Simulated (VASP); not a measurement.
# HfB2 (P6/mmm) in VASP: electric field gradients with PBE

Aim: the electric field gradients of HfB2 with PBE.

Program: VASP 6.6.1. These are calculated values, not measurements. Logs are shortened: lines on timing, memory, paths and dates and some standing lists are left out, and cuts for length are marked.

### Step 1. The cell of the first run

The structure is hexagonal, space group P6/mmm (No. 191). Conventional cell: a = 3.140 Å, b = 3.140 Å, c = 3.480 Å, α = 90.00°, β = 90.00°, γ = 120.00°. Hf (site symmetry 6/mmm) has 12 B at 2.51 Å and 6 Hf at 3.14 Å within 3.3 Å. B (site symmetry -6m2) has 3 B at 1.81 Å within 2.4 Å.

### Step 2. Electric field gradients, PBE

Input file INCAR:

```
ALGO = Normal
EDIFF = 1E-8
ENCUT = 520
GGA = PE
ISIF = 2
ISMEAR = -1
LASPH = True
LCHARG = False
LEFG = True
LREAL = Auto
LWAVE = False
NBANDS = 120
NELM = 100
PREC = Accurate
SIGMA = 0.05
```

Input file KPOINTS:

```
k-points
0
Gamma
  3 5 4
```

Input file POSCAR:

```
HfB2
1.0
    9.4200000000      0.0000000000      0.0000000000
   -3.1400000000      5.4386395358      0.0000000000
    0.0000000000      0.0000000000      6.9600000000
Hf B
12 24
Direct
    0.0000000000      0.0000000000      0.0000000000
    0.0000000000      0.0000000000      0.5000000000
    0.0000000000      0.5000000000      0.0000000000
    0.0000000000      0.5000000000      0.5000000000
    0.3333333333      0.0000000000      0.0000000000
    0.3333333333      0.0000000000      0.5000000000
    0.3333333333      0.5000000000      0.0000000000
    0.3333333333      0.5000000000      0.5000000000
    0.6666666667      0.0000000000      0.0000000000
    0.6666666667      0.0000000000      0.5000000000
    0.6666666667      0.5000000000      0.0000000000
    0.6666666667      0.5000000000      0.5000000000
    0.1111111111      0.3333333333      0.2500000000
    0.1111111111      0.3333333333      0.7500000000
    0.1111111111      0.8333333333      0.2500000000
    0.1111111111      0.8333333333      0.7500000000
    0.4444444444      0.3333333333      0.2500000000
    0.4444444444      0.3333333333      0.7500000000
    0.4444444444      0.8333333333      0.2500000000
    0.4444444444      0.8333333333      0.7500000000
    0.7777777778      0.3333333333      0.2500000000
    0.7777777778      0.3333333333      0.7500000000
    0.7777777778      0.8333333333      0.2500000000
    0.7777777778      0.8333333333      0.7500000000
    0.2222222222      0.1666666667      0.2500000000
    0.2222222222      0.1666666667      0.7500000000
    0.2222222222      0.6666666667      0.2500000000
    0.2222222222      0.6666666667      0.7500000000
    0.5555555556      0.1666666667      0.2500000000
    0.5555555556      0.1666666667      0.7500000000
    0.5555555556      0.6666666667      0.2500000000
    0.5555555556      0.6666666667      0.7500000000
    0.8888888889      0.1666666667      0.2500000000
    0.8888888889      0.1666666667      0.7500000000
    0.8888888889      0.6666666667      0.2500000000
    0.8888888889      0.6666666667      0.7500000000
```

Potentials or basis: VASP PAW PBE potentials, release 64 (Hf_pv, B).

Launch:

```console
> cat potpaw_PBE.64/Hf_pv/POTCAR potpaw_PBE.64/B/POTCAR > POTCAR
> mpirun -np 1 vasp_std > vasp.out
```

OUTCAR:

```text
EDIFF = 1E-8
   ENCUT = 520
   GGA = PE
   ISIF = 2
   ISMEAR = -1
   LASPH = True
   LREAL = Auto
   NELM = 100
   PREC = Accurate

 ion  position               nearest neighbor table
   1  0.000  0.000  0.000-  23 2.51  24 2.51  25 2.51  26 2.51  13 2.51  14 2.51  35 2.51  36 2.51
                            33 2.51  34 2.51  15 2.51  16 2.51   5 3.14   9 3.14   7 3.14  11 3.14
   2  0.000  0.000  0.500-  23 2.51  24 2.51  25 2.51  26 2.51  13 2.51  14 2.51  35 2.51  36 2.51
                            33 2.51  34 2.51  15 2.51  16 2.51   6 3.14  10 3.14   8 3.14  12 3.14
   3  0.000  0.500  0.000-  21 2.51  22 2.51  27 2.51  28 2.51  15 2.51  16 2.51  33 2.51  34 2.51
                            13 2.51  14 2.51  35 2.51  36 2.51   7 3.14  11 3.14   5 3.14   9 3.14
   4  0.000  0.500  0.500-  21 2.51  22 2.51  27 2.51  28 2.51  15 2.51  16 2.51  33 2.51  34 2.51
                            13 2.51  14 2.51  35 2.51  36 2.51   8 3.14  12 3.14   6 3.14  10 3.14
   5  0.333  0.000  0.000-  15 2.51  16 2.51  17 2.51  18 2.51  27 2.51  28 2.51  25 2.51  26 2.51
                            19 2.51  20 2.51  29 2.51  30 2.51   1 3.14   3 3.14   7 3.14   7 3.14
   6  0.333  0.000  0.500-  15 2.51  16 2.51  17 2.51  18 2.51  27 2.51  28 2.51  25 2.51  26 2.51
                            19 2.51  20 2.51  29 2.51  30 2.51   2 3.14   4 3.14   8 3.14   8 3.14
   7  0.333  0.500  0.000-  13 2.51  14 2.51  19 2.51  20 2.51  25 2.51  26 2.51  27 2.51  28 2.51
                            17 2.51  18 2.51  31 2.51  32 2.51   3 3.14   1 3.14   5 3.14   5 3.14
   8  0.333  0.500  0.500-  13 2.51  14 2.51  19 2.51  20 2.51  25 2.51  26 2.51  27 2.51  28 2.51
                            17 2.51  18 2.51  31 2.51  32 2.51   4 3.14   2 3.14   6 3.14   6 3.14
   9  0.667  0.000  0.000-  33 2.51  34 2.51  31 2.51  32 2.51  21 2.51  22 2.51  23 2.51  24 2.51
[... 41 lines left out ...]
  30  0.556  0.167  0.750-  22 1.81  18 1.81  20 1.81  12 2.51  11 2.51  10 2.51   9 2.51   6 2.51
                             5 2.51
  31  0.556  0.667  0.250-  23 1.81  19 1.81  17 1.81  10 2.51   9 2.51  12 2.51  11 2.51   8 2.51
                             7 2.51
  32  0.556  0.667  0.750-  24 1.81  20 1.81  18 1.81  10 2.51   9 2.51  12 2.51  11 2.51   8 2.51
                             7 2.51
  33  0.889  0.167  0.250-  21 1.81  13 1.81  23 1.81  10 2.51   9 2.51   4 2.51   3 2.51   2 2.51
                             1 2.51
  34  0.889  0.167  0.750-  22 1.81  14 1.81  24 1.81  10 2.51   9 2.51   4 2.51   3 2.51   2 2.51
                             1 2.51
  35  0.889  0.667  0.250-  23 1.81  15 1.81  21 1.81  12 2.51  11 2.51   2 2.51   1 2.51   4 2.51
                             3 2.51
  36  0.889  0.667  0.750-  24 1.81  16 1.81  22 1.81  12 2.51  11 2.51   2 2.51   1 2.51   4 2.51
                             3 2.51

  Warning from LATTYP: Monoclinic adjustment (A1->A3, A2->A1, A3->A2)!
  Warning from LATTYP: Got some problem with cell dimensions!
  Tried to take original basis but could not verify dimensions!
  LATTYP: Found a simple monoclinic cell.
 ALAT       =     6.2800000000
 B/A-ratio  =     1.1082802548
 C/A-ratio  =     1.3228756555
 COS(beta)  =    -0.1889822365

  Lattice vectors:

 A1 = (  -3.1400000000,   5.4386395358,   0.0000000000)
 A2 = (   0.0000000000,   0.0000000000,  -6.9600000000)
 A3 = (  -6.2800000000,  -5.4386395358,   0.0000000000)

Analysis of symmetry for initial positions (statically):
=====================================================================
 Subroutine PRICEL returns following result:

  LATTYP: Found a hexagonal cell.
 ALAT       =     3.1399999997
 C/A-ratio  =     1.1082802549

  Lattice vectors:

 A1 = (   3.1399999997,   0.0000000000,   0.0000000000)
 A2 = (  -1.5700000000,   2.7193197679,   0.0000000000)
 A3 = (   0.0000000000,   0.0000000000,   3.4800000000)

  12 primitive cells build up your supercell.

 Routine SETGRP: Setting up the symmetry group for a
 simple monoclinic supercell.

 Subroutine GETGRP returns: Found  4 space group operations
 (whereof  4 operations were pure point group operations)
 out of a pool of  4 trial point group operations.

The static configuration has the point symmetry C_2h.

Analysis of symmetry for dynamics (positions and initial velocities):
=====================================================================
 Subroutine PRICEL returns following result:

  LATTYP: Found a hexagonal cell.
 ALAT       =     3.1399999997
 C/A-ratio  =     1.1082802549

  Lattice vectors:
[... 124 lines left out ...]
   TEBEG  =    0.0;   TEEND  =   0.0 temperature during run
   PSTRESS=    0.0 pullay stress
   NELECT =     192.0000    total number of electrons
   NUPDOWN=      -1.0000    fix difference up-down
   EMIN   =  10.00;   EMAX   =-10.00  energy-range for DOS
   EFERMI =   0.00;   METHOD = LEGACY
   ISMEAR =    -1;   SIGMA  =   0.05  broadening in eV -4-tet -1-fermi 0-gaus
   EFERMI_NEDOS =   21; number of points for ismear=-14 and -15
   IALGO  =     38    algorithm
   IMIX   =      4    mixing-type and parameters
     AMIX     =   0.40;   BMIX     =  1.00
     AMIX_MAG =   1.60;   BMIX_MAG =  1.00
  volume/ion in A,a.u.               =       9.90        66.84
  Fermi-wavevector in a.u.,A,eV,Ry     =   1.331860  2.516850 24.134693  1.773850
  Thomas-Fermi vector in A             =   2.460838
   LORBIT       =      0    0 simple, 1 ext, 2 COOP (PROOUT), +10 PAW based schemes
   GGA     = PE    functional components
[... 5 lines left out ...]
 non-spin polarized calculation
  energy-cutoff  :      520.00
  volume of cell :      356.57
 maximum number of plane-waves:      9628
 NGX is ok and might be reduce to    70
   NGX = 35   NGY = 23   NGZ = 25

 number of electron     192.0000008 magnetization

 Free energy of the ion-electron system (eV)
  ---------------------------------------------------
  ext. energy  EPLUGINS =         0.00000000
  ---------------------------------------------------
  free energy    TOTEN  =      -316.75828902 eV

  energy without entropy =     -316.71665893  energy(sigma->0) =     -316.73747398

 E-fermi :   7.7117     XC(G=0): -12.5967

 val. band max:        7.6897505524   @ k =   0.3333   0.0000   0.0000
 cond. band min:       7.7165015898   @ k =   0.3333   0.2000   0.5000
 fundamental gap:      0.0267510374
 Fermi energy:         7.7116522156

 k-point     1 :       0.0000    0.0000    0.0000
  band No.  band energies     occupation
      1     -23.2359      2.00000
      2     -23.2257      2.00000
      3     -23.1814      2.00000
      4     -23.1335      2.00000
      5     -23.1335      2.00000
      6     -23.1052      2.00000
[... 2653 lines left out ...]
    107      10.2755      0.00000
    108      10.2755      0.00000
 [bands above 108 left out]

------------------------ aborting loop because EDIFF is reached ----------------------------------------

  FORCE on cell =-STRESS in cart. coord.  units (eV):
  Direction    XX          YY          ZZ          XY          YZ          ZX
  --------------------------------------------------------------------------------------
  -------------------------------------------------------------------------------------
  Total        1.8325319      2.0219266      2.9613771     -0.0596516      0.0000000      0.0000000
  in kB        8.2340162      9.0850127     13.3061947     -0.2680292      0.0000000      0.0000000
  external PRESSURE =      10.2084079 kB  Pullay stress =       0.0000000 kB

 VOLUME and BASIS-vectors are now :
 -----------------------------------------------------------------------------
  energy-cutoff  :      520.00
  volume of cell :      356.57
      direct lattice vectors                 reciprocal lattice vectors
     9.420000000  0.000000000  0.000000000     0.106157113  0.061289837  0.000000000
    -3.140000000  5.438639536  0.000000000     0.000000000  0.183869512  0.000000000
     0.000000000  0.000000000  6.960000000     0.000000000  0.000000000  0.143678161

 POSITION                                       TOTAL-FORCE (eV/Angst)
 -----------------------------------------------------------------------------------
      0.00000      0.00000      0.00000        -0.000000      0.000000     -0.000000
      0.00000      0.00000      3.48000        -0.000000      0.000000     -0.000000
     -1.57000      2.71932      0.00000        -0.000000      0.000000     -0.000000
     -1.57000      2.71932      3.48000        -0.000000      0.000000     -0.000000
      3.14000      0.00000      0.00000        -0.000000      0.000000     -0.000000
      3.14000      0.00000      3.48000        -0.000000      0.000000     -0.000000
[... 28 lines left out ...]
      6.28000      3.62576      1.74000        -0.015473      0.005625      0.000000
      6.28000      3.62576      5.22000        -0.015473      0.005625     -0.000000
 -----------------------------------------------------------------------------------
    total drift:                                0.000000      0.000000     -0.000000

  FREE ENERGIE OF THE ION-ELECTRON SYSTEM (eV)
  ---------------------------------------------------
  free  energy   TOTEN  =      -316.7582890201 eV

  energy  without entropy=     -316.7166589301  energy(sigma->0) =     -316.73747398

 Electric field gradients (V/A^2)
---------------------------------------------------------------------
 ion       V_xx      V_yy      V_zz      V_xy      V_xz      V_yz
---------------------------------------------------------------------
   1     -37.487   -38.629    76.117     0.303     0.000     0.000
   2     -37.487   -38.629    76.117     0.303     0.000     0.000
   3     -37.487   -38.629    76.117     0.303     0.000     0.000
   4     -37.487   -38.629    76.117     0.303     0.000     0.000
   5     -37.487   -38.630    76.117     0.302     0.000     0.000
   6     -37.487   -38.630    76.117     0.302     0.000     0.000
[... 28 lines left out ...]
  35      -0.843    -0.873     1.716     0.015     0.000    -0.000
  36      -0.843    -0.873     1.716     0.015     0.000     0.000
---------------------------------------------------------------------

 Electric field gradients after diagonalization (V/A^2)
 (convention: |V_zz| > |V_xx| > |V_yy|)
----------------------------------------------------------------------
 ion       V_xx      V_yy      V_zz     asymmetry (V_yy - V_xx)/ V_zz
----------------------------------------------------------------------
   1     -38.705   -37.412    76.117       0.017
   2     -38.705   -37.412    76.117       0.017
   3     -38.705   -37.412    76.117       0.017
   4     -38.705   -37.412    76.117       0.017
   5     -38.705   -37.412    76.117       0.017
   6     -38.705   -37.412    76.117       0.017
[... 28 lines left out ...]
  35      -0.879    -0.837     1.716       0.025
  36      -0.879    -0.837     1.716       0.025
----------------------------------------------------------------------

           NMR quadrupolar parameters

 Cq : quadrupolar parameter    Cq=e*Q*V_zz/h
 eta: asymmetry parameters     (V_yy - V_xx)/ V_zz
 Q  : nuclear electric quadrupole moment in mb (millibarn)
----------------------------------------------------------------------
 ion       Cq(MHz)       eta       Q (mb)
----------------------------------------------------------------------
   1       0.184       0.017       1.000
   2       0.184       0.017       1.000
   3       0.184       0.017       1.000
   4       0.184       0.017       1.000
   5       0.184       0.017       1.000
   6       0.184       0.017       1.000
[... 28 lines left out ...]
  35       0.004       0.025       1.000
  36       0.004       0.025       1.000
----------------------------------------------------------------------
```

Wall time 31 min (1 thread of Intel Xeon Platinum 8488C (Sapphire Rapids), shared host); peak memory 0.83 GiB.

What came out:

```yaml
Free_energy: -316.7583 eV
Pressure: 1.0 GPa
Largest_force: 0.016 eV/Å
Band_gap_on_the_k_mesh: zero (band 96 reaches 8.26 eV, above the bottom of band 97 at 7.38 eV)
```

Forces in eV/Å, atoms in the order of the input:
```
Hf   0.000  0.000  0.000
Hf   0.000  0.000  0.000
Hf   0.000  0.000  0.000
Hf   0.000  0.000  0.000
Hf   0.000  0.000  0.000
Hf   0.000  0.000  0.000
Hf   0.000  0.000  0.000
Hf   0.000  0.000  0.000
Hf   0.000  0.000  0.000
Hf   0.000  0.000  0.000
Hf   0.000  0.000  0.000
Hf   0.000  0.000  0.000
B    0.015 -0.006  0.000
B    0.015 -0.006  0.000
B    0.015 -0.006  0.000
B    0.015 -0.006  0.000
B    0.015 -0.006  0.000
B    0.015 -0.006  0.000
B    0.015 -0.006  0.000
B    0.015 -0.006  0.000
B    0.015 -0.006  0.000
B    0.015 -0.006  0.000
B    0.015 -0.006  0.000
B    0.015 -0.006  0.000
B   -0.015  0.006  0.000
B   -0.015  0.006  0.000
B   -0.015  0.006  0.000
B   -0.015  0.006  0.000
B   -0.015  0.006  0.000
B   -0.015  0.006  0.000
B   -0.015  0.006  0.000
B   -0.015  0.006  0.000
B   -0.015  0.006  0.000
B   -0.015  0.006  0.000
B   -0.015  0.006  0.000
B   -0.015  0.006  0.000
```

Stress tensor (GPa, compression positive):
```
 0.82 -0.03  0.00
-0.03  0.91  0.00
 0.00  0.00  1.33
```

Levels at points of the mesh, in eV from the Fermi level:
| k point | band 94 | band 95 | band 96 | band 97 | band 98 | band 99 |
| --- | --- | --- | --- | --- | --- | --- |
| (0.00, 0.00, 0.00) | -0.74 | -0.74 | -0.33 | -0.33 | 0.28 | 0.28 |
| (0.00, 0.00, 0.50) | -2.33 | 0.10 | 0.10 | 1.32 | 1.32 | 1.35 |

Electric field gradients, principal values (V/Å²):
```
 atom    least   middle  greatest (by size)
 1 Hf  -37.412  -38.705              76.117
 2 Hf  -37.412  -38.705              76.117
 3 Hf  -37.412  -38.705              76.117
 4 Hf  -37.412  -38.705              76.117
 5 Hf  -37.412  -38.705              76.117
 6 Hf  -37.412  -38.705              76.117
 7 Hf  -37.412  -38.705              76.117
 8 Hf  -37.412  -38.705              76.117
 9 Hf  -37.412  -38.705              76.117
10 Hf  -37.412  -38.705              76.117
11 Hf  -37.412  -38.705              76.117
12 Hf  -37.412  -38.705              76.117
 13 B   -0.837   -0.879               1.716
 14 B   -0.837   -0.879               1.716
 15 B   -0.837   -0.879               1.716
 16 B   -0.837   -0.879               1.716
 17 B   -0.837   -0.879               1.716
 18 B   -0.837   -0.879               1.716
 19 B   -0.837   -0.879               1.716
 20 B   -0.837   -0.879               1.716
 21 B   -0.837   -0.879               1.716
 22 B   -0.837   -0.879               1.716
 23 B   -0.837   -0.879               1.716
 24 B   -0.837   -0.879               1.716
 25 B   -0.837   -0.879               1.716
 26 B   -0.837   -0.879               1.716
 27 B   -0.837   -0.879               1.716
 28 B   -0.837   -0.879               1.716
 29 B   -0.837   -0.879               1.716
 30 B   -0.837   -0.879               1.716
 31 B   -0.837   -0.879               1.716
 32 B   -0.837   -0.879               1.716
 33 B   -0.837   -0.879               1.716
 34 B   -0.837   -0.879               1.716
 35 B   -0.837   -0.879               1.716
 36 B   -0.837   -0.879               1.716
```

Caveat: without QUAD_EFG the Cq values of the log hold for a quadrupole moment of 1 mb, not for the nuclei; spin-orbit coupling is left out, which moves the levels of the heavy elements.
